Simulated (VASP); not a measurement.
# ScAs2 (Fm-3m) in VASP: further runs

The runs below take ScAs2 through single point, relaxation of cell and atoms, with PBE.

Program: VASP 6.6.1. These are calculated values, not measurements. Logs are shortened: lines on timing, memory, paths and dates and some standing lists are left out, and cuts for length are marked.

## Step 1: The cell of the first run

The structure is cubic, space group Fm-3m (No. 225). The conventional cell has a = 6.201 Å, b = 6.201 Å, c = 6.201 Å, α = 90.00°, β = 90.00°, γ = 90.00°. Sc (site symmetry m-3m) has 8 As at 2.69 Å within 3.5 Å. Within 3.5 Å of As (site symmetry -43m) lie 4 Sc at 2.69 Å and 6 As at 3.10 Å.

## Step 2: Single point, PBE

Input file INCAR:

```
PREC = Accurate
ENCUT = 520
EDIFF = 1E-6
ISMEAR = 0
SIGMA = 0.1
LREAL = False
LASPH = True
NELM = 80
ALGO = Normal
ISIF = 2
LWAVE = False
LCHARG = True
GGA = PE
LELF = True
LVHAR = True
NBANDS = 18
```

Input file KPOINTS:

```
Automatic mesh
0
Gamma
  6 6 6
```

Input file POSCAR:

```
ScAs2
1.0
    0.0000000000      3.1007184277      3.1007184277
    3.1007184277      0.0000000000      3.1007184277
    3.1007184277      3.1007184277      0.0000000000
Sc As
1 2
Direct
    0.0000000000      0.0000000000      0.0000000000
    0.2500000000      0.2500000000      0.2500000000
    0.7500000000      0.7500000000      0.7500000000
```

Potentials or basis: VASP PAW PBE potentials, release 64 (Sc_sv, As).

Started as:

```bash
cat potpaw_PBE.64/Sc_sv/POTCAR potpaw_PBE.64/As/POTCAR > POTCAR
mpirun -np 1 vasp_std > vasp.out
```

OUTCAR:

```text
PREC = Accurate
   ENCUT = 520
   EDIFF = 1E-6
   ISMEAR = 0
   LREAL = False
   LASPH = True
   NELM = 80
   ISIF = 2
   GGA = PE

 ion  position               nearest neighbor table
   1  0.000  0.000  0.000-   3 2.69   3 2.69   3 2.69   2 2.69   2 2.69   2 2.69   3 2.69   2 2.69

   2  0.250  0.250  0.250-   1 2.69   1 2.69   1 2.69   1 2.69
   3  0.750  0.750  0.750-   1 2.69   1 2.69   1 2.69   1 2.69

  LATTYP: Found a face centered cubic cell.
 ALAT       =     6.2014368554

  Lattice vectors:

 A1 = (   0.0000000000,   3.1007184277,   3.1007184277)
 A2 = (   3.1007184277,   0.0000000000,   3.1007184277)
 A3 = (   3.1007184277,   3.1007184277,   0.0000000000)

Analysis of symmetry for initial positions (statically):
=====================================================================
 Subroutine PRICEL returns:
 Original cell was already a primitive cell.

 Routine SETGRP: Setting up the symmetry group for a
 face centered cubic supercell.

 Subroutine GETGRP returns: Found 48 space group operations
 (whereof 48 operations were pure point group operations)
 out of a pool of 48 trial point group operations.

The static configuration has the point symmetry O_h .

Analysis of symmetry for dynamics (positions and initial velocities):
=====================================================================
 Subroutine PRICEL returns:
 Original cell was already a primitive cell.

 Routine SETGRP: Setting up the symmetry group for a
 face centered cubic supercell.

 Subroutine GETGRP returns: Found 48 space group operations
 (whereof 48 operations were pure point group operations)
 out of a pool of 48 trial point group operations.

The dynamic configuration has the point symmetry O_h .

 Subroutine INISYM returns: Found 48 space group operations
 (whereof 48 operations are pure point group operations),
 and found     1 'primitive' translations

----------------------------------------------------------------------------------------

                                     Primitive cell

  volume of cell :      59.6234

  direct lattice vectors                    reciprocal lattice vectors
     0.000000000  3.100718428  3.100718428    -0.161252952  0.161252952  0.161252952
     3.100718428  0.000000000  3.100718428     0.161252952 -0.161252952  0.161252952
     3.100718428  3.100718428  0.000000000     0.161252952  0.161252952 -0.161252952

  length of vectors
     4.385078054  4.385078054  4.385078054     0.279298306  0.279298306  0.279298306

  position of ions in fractional coordinates (direct lattice)
     0.000000000  0.000000000  0.000000000
     0.250000000  0.250000000  0.250000000
     0.750000000  0.750000000  0.750000000

  ion indices of the primitive-cell ions
   primitive index   ion index
                 1           1
                 2           2
                 3           3

----------------------------------------------------------------------------------------

 KPOINTS: Automatic mesh

Automatic generation of k-mesh.
 Grid dimensions read from file:
 generate k-points for:    6    6    6

 Generating k-lattice:

  Cartesian coordinates                     Fractional coordinates (reciprocal lattice)
    -0.026875492  0.026875492  0.026875492     0.166666667  0.000000000  0.000000000
     0.026875492 -0.026875492  0.026875492     0.000000000  0.166666667  0.000000000
     0.026875492  0.026875492 -0.026875492     0.000000000  0.000000000  0.166666667

  Length of vectors
     0.046549718  0.046549718  0.046549718

  Shift w.r.t. Gamma in fractional coordinates (k-lattice)
     0.000000000  0.000000000  0.000000000

 Subroutine IBZKPT returns following result:
 ===========================================

 Found     16 irreducible k-points:

 Following reciprocal coordinates:
            Coordinates               Weight
  0.000000  0.000000  0.000000      1.000000
  0.166667  0.000000  0.000000      8.000000
  0.333333  0.000000  0.000000      8.000000
  0.500000  0.000000  0.000000      4.000000
  0.166667  0.166667  0.000000      6.000000
  0.333333  0.166667  0.000000     24.000000
[... 8 lines left out ...]
 -0.333333  0.333333  0.166667     24.000000
 -0.333333  0.500000  0.166667     12.000000
   k-points           NKPTS =     16   k-points in BZ     NKDIM =     16   number of bands    NBANDS=     18
   number of dos      NEDOS =    301   number of ions     NIONS =      3
   total plane-waves  NPLWV =  46656
   dimension x,y,z NGX =    36 NGY =   36 NGZ =   36
   dimension x,y,z NGXF=    72 NGYF=   72 NGZF=   72
   ions per type =               1   2
   NGX,Y,Z   is equivalent  to a cutoff of  13.65, 13.65, 13.65 a.u.
   NGXF,Y,Z  is equivalent  to a cutoff of  27.30, 27.30, 27.30 a.u.
 SYSTEM =  unknown system
   PREC   = accura    normal or accurate (medium, high low for compatibility)
   ISTART =      0    job   : 0-new  1-cont  2-samecut
   ICHARG =      2    charge: 1-file 2-atom 10-const
   ISPIN  =      1    spin polarized calculation?
   LNONCOLLINEAR =      F non collinear calculations
   LSORBIT =      F    spin-orbit coupling
   LASPH  =      T    aspherical Exc in radial PAW
   ENCUT  =  520.0 eV  38.22 Ry    6.18 a.u.   8.15  8.15  8.15*2*pi/ulx,y,z
   NELM   =     80;   NELMIN=  2; NELMDL= -5     # of ELM steps
   EDIFF  = 0.1E-05   stopping-criterion for ELM
   LREAL  =      F    real-space projection
   EDIFFG = 0.1E-04   stopping-criterion for IOM
   NSW    =      0    number of steps for IOM
   IBRION =     -1    ionic relax: 0-MD 1-quasi-New 2-CG
   NFREE  =      0    steps in history (QN), initial steepest desc. (CG)
   ISIF   =      2    stress and relaxation
   ISYM   =      2    0-nonsym 1-usesym 2-fastsym
   POTIM  = 0.5000    time-step for ionic-motion
   TEBEG  =    0.0;   TEEND  =   0.0 temperature during run
   PSTRESS=    0.0 pullay stress
   NELECT =      21.0000    total number of electrons
   NUPDOWN=      -1.0000    fix difference up-down
   EMIN   =  10.00;   EMAX   =-10.00  energy-range for DOS
   EFERMI =   0.00;   METHOD = LEGACY
   ISMEAR =     0;   SIGMA  =   0.10  broadening in eV -4-tet -1-fermi 0-gaus
   EFERMI_NEDOS =   21; number of points for ismear=-14 and -15
   IALGO  =     38    algorithm
   IMIX   =      4    mixing-type and parameters
     AMIX     =   0.40;   BMIX     =  1.00
     AMIX_MAG =   1.60;   BMIX_MAG =  1.00
  volume/ion in A,a.u.               =      19.87       134.12
  Fermi-wavevector in a.u.,A,eV,Ry     =   1.156136  2.184780 18.186234  1.336651
  Thomas-Fermi vector in A             =   2.292759
   LORBIT       =      0    0 simple, 1 ext, 2 COOP (PROOUT), +10 PAW based schemes
   GGA     = PE    functional components
   LHFCALC =     F    Hartree Fock is set to
   AEXX    =    0.0000 exact exchange contribution
   IVDW    =     0    specifies the selected vdW correction
   LEPSILON=     F    determine dielectric tensor
   LRPA    =     F    only Hartree local field effects (RPA)
 non-spin polarized calculation
 Gauss-broadening in eV      SIGMA  =   0.10
  energy-cutoff  :      520.00
  volume of cell :       59.62
 maximum number of plane-waves:      1639
 NGX is ok and might be reduce to    36
   NGX = 17   NGY = 17   NGZ = 17

 number of electron      20.9999998 magnetization

 Free energy of the ion-electron system (eV)
  ---------------------------------------------------
  ext. energy  EPLUGINS =         0.00000000
  ---------------------------------------------------
  free energy    TOTEN  =       -16.57283023 eV

  energy without entropy =      -16.54857425  energy(sigma->0) =      -16.56070224

 E-fermi :   5.5634     XC(G=0): -10.3791

 val. band max:        5.5139319487   @ k =   0.1667   0.0000   0.0000
 cond. band min:       5.5697419802   @ k =  -0.3333   0.3333   0.0000
 fundamental gap:      0.0558100315
 Fermi energy:         5.5633555528

 k-point     1 :       0.0000    0.0000    0.0000
  band No.  band energies     occupation
      1     -43.8036      2.00000
      2     -22.5089      2.00000
      3     -22.5089      2.00000
      4     -22.5089      2.00000
      5      -7.6747      2.00000
      6      -2.3878      2.00000
[... 10 lines left out ...]
     17      10.3686      0.00000
     18      10.7795      0.00000

 k-point     2 :       0.1667    0.0000    0.0000
  band No.  band energies     occupation
      1     -43.8030      2.00000
      2     -22.5202      2.00000
      3     -22.5105      2.00000
      4     -22.5105      2.00000
      5      -7.3943      2.00000
      6      -3.0742      2.00000
[... 10 lines left out ...]
     17      10.0390      0.00000
     18      11.7548      0.00000

 k-point     3 :       0.3333    0.0000    0.0000
  band No.  band energies     occupation
      1     -43.8020      2.00000
      2     -22.5427      2.00000
      3     -22.5136      2.00000
      4     -22.5136      2.00000
      5      -6.6274      2.00000
      6      -4.2868      2.00000
[... 10 lines left out ...]
     17      10.4639      0.00000
     18      12.9599      0.00000

 k-point     4 :       0.5000    0.0000    0.0000
  band No.  band energies     occupation
      1     -43.8015      2.00000
      2     -22.5538      2.00000
      3     -22.5153      2.00000
      4     -22.5153      2.00000
      5      -5.7334      2.00000
      6      -5.3098      2.00000
[... 10 lines left out ...]
     17      10.6825      0.00000
     18      13.0556      0.00000

 k-point     5 :       0.1667    0.1667    0.0000
  band No.  band energies     occupation
      1     -43.8029      2.00000
      2     -22.5206      2.00000
      3     -22.5126      2.00000
      4     -22.5126      2.00000
      5      -7.3028      2.00000
      6      -3.1823      2.00000
[... 10 lines left out ...]
     17      10.0355      0.00000
     18      10.7565      0.00000

 k-point     6 :       0.3333    0.1667    0.0000
  band No.  band energies     occupation
      1     -43.8020      2.00000
      2     -22.5370      2.00000
      3     -22.5168      2.00000
      4     -22.5161      2.00000
      5      -6.7081      2.00000
      6      -4.0101      2.00000
[... 10 lines left out ...]
     17      10.5299      0.00000
     18      11.2889      0.00000

 k-point     7 :       0.5000    0.1667    0.0000
  band No.  band energies     occupation
      1     -43.8013      2.00000
      2     -22.5495      2.00000
      3     -22.5221      2.00000
      4     -22.5174      2.00000
      5      -5.8003      2.00000
      6      -5.0230      2.00000
[... 10 lines left out ...]
     17      10.4487      0.00000
     18      12.3812      0.00000

 k-point     8 :      -0.3333    0.1667    0.0000
  band No.  band energies     occupation
      1     -43.8015      2.00000
      2     -22.5457      2.00000
      3     -22.5233      2.00000
      4     -22.5152      2.00000
      5      -6.1099      2.00000
      6      -4.7266      2.00000
[... 10 lines left out ...]
     17      10.4611      0.00000
     18      12.9581      0.00000

 k-point     9 :      -0.1667    0.1667    0.0000
  band No.  band energies     occupation
      1     -43.8024      2.00000
      2     -22.5312      2.00000
      3     -22.5174      2.00000
      4     -22.5118      2.00000
      5      -6.9539      2.00000
      6      -3.7647      2.00000
[... 10 lines left out ...]
     17      10.5397      0.00000
     18      11.9415      0.00000

 k-point    10 :       0.3333    0.3333    0.0000
  band No.  band energies     occupation
      1     -43.8015      2.00000
      2     -22.5438      2.00000
      3     -22.5202      2.00000
      4     -22.5202      2.00000
      5      -6.3457      2.00000
      6      -4.1514      2.00000
[... 10 lines left out ...]
     17      10.5114      0.00000
     18      10.6295      0.00000

 k-point    11 :       0.5000    0.3333    0.0000
  band No.  band energies     occupation
      1     -43.8010      2.00000
      2     -22.5494      2.00000
      3     -22.5273      2.00000
      4     -22.5218      2.00000
      5      -5.7340      2.00000
      6      -4.6446      2.00000
[... 10 lines left out ...]
     17      10.4802      0.00000
     18      11.4035      0.00000

 k-point    12 :      -0.3333    0.3333    0.0000
  band No.  band energies     occupation
      1     -43.8010      2.00000
      2     -22.5406      2.00000
      3     -22.5386      2.00000
      4     -22.5193      2.00000
      5      -5.3517      2.00000
      6      -5.1751      2.00000
[... 10 lines left out ...]
     17      10.6155      0.00000
     18      12.2822      0.00000

 k-point    13 :       0.5000    0.5000    0.0000
  band No.  band energies     occupation
      1     -43.8008      2.00000
      2     -22.5552      2.00000
      3     -22.5240      2.00000
      4     -22.5240      2.00000
      5      -5.6455      2.00000
      6      -4.5087      2.00000
[... 10 lines left out ...]
     17      10.9500      0.00000
     18      11.1957      0.00000

 k-point    14 :       0.5000    0.3333    0.1667
  band No.  band energies     occupation
      1     -43.8013      2.00000
      2     -22.5435      2.00000
      3     -22.5270      2.00000
      4     -22.5186      2.00000
      5      -6.0618      2.00000
      6      -4.5619      2.00000
[... 10 lines left out ...]
     17      10.6419      0.00000
     18      11.7711      0.00000

 k-point    15 :      -0.3333    0.3333    0.1667
  band No.  band energies     occupation
      1     -43.8009      2.00000
      2     -22.5442      2.00000
      3     -22.5335      2.00000
      4     -22.5208      2.00000
      5      -5.3264      2.00000
      6      -5.2041      2.00000
[... 10 lines left out ...]
     17      10.9328      0.00000
     18      12.4600      0.00000

 k-point    16 :      -0.3333    0.5000    0.1667
  band No.  band energies     occupation
      1     -43.8008      2.00000
      2     -22.5474      2.00000
      3     -22.5318      2.00000
      4     -22.5241      2.00000
      5      -5.4211      2.00000
      6      -4.8690      2.00000
[... 10 lines left out ...]
     17      11.4704      0.00000
     18      11.5745      0.00000

------------------------ aborting loop because EDIFF is reached ----------------------------------------

  FORCE on cell =-STRESS in cart. coord.  units (eV):
  Direction    XX          YY          ZZ          XY          YZ          ZX
  --------------------------------------------------------------------------------------
  -------------------------------------------------------------------------------------
  Total        4.2865560      4.2865560      4.2865560      0.0000000      0.0000000     -0.0000000
  in kB      115.1866372    115.1866372    115.1866372      0.0000000      0.0000000     -0.0000000
  external PRESSURE =     115.1866372 kB  Pullay stress =       0.0000000 kB

 VOLUME and BASIS-vectors are now :
 -----------------------------------------------------------------------------
  energy-cutoff  :      520.00
  volume of cell :       59.62
      direct lattice vectors                 reciprocal lattice vectors
     0.000000000  3.100718428  3.100718428    -0.161252952  0.161252952  0.161252952
     3.100718428  0.000000000  3.100718428     0.161252952 -0.161252952  0.161252952
     3.100718428  3.100718428  0.000000000     0.161252952  0.161252952 -0.161252952

 POSITION                                       TOTAL-FORCE (eV/Angst)
 -----------------------------------------------------------------------------------
      0.00000      0.00000      0.00000         0.000000      0.000000      0.000000
      1.55036      1.55036      1.55036        -0.000000     -0.000000     -0.000000
      4.65108      4.65108      4.65108         0.000000      0.000000      0.000000
 -----------------------------------------------------------------------------------
    total drift:                               -0.000000      0.000000      0.000000

  FREE ENERGIE OF THE ION-ELECTRON SYSTEM (eV)
  ---------------------------------------------------
  free  energy   TOTEN  =       -16.5728302258 eV

  energy  without entropy=      -16.5485742547  energy(sigma->0) =      -16.56070224
```

It took 40 s on 1 thread of AMD EPYC 7R13, shared host; peak memory 0.17 GiB.

What came out:

```yaml
Free_energy: -16.5728 eV
Pressure: 11.5 GPa
Band_gap_on_the_k_mesh: zero (an odd number of electrons rules out a gap without spin polarisation)
```

Caveat: the cell stands under pressure.

(Continued in part 2 of 2.)
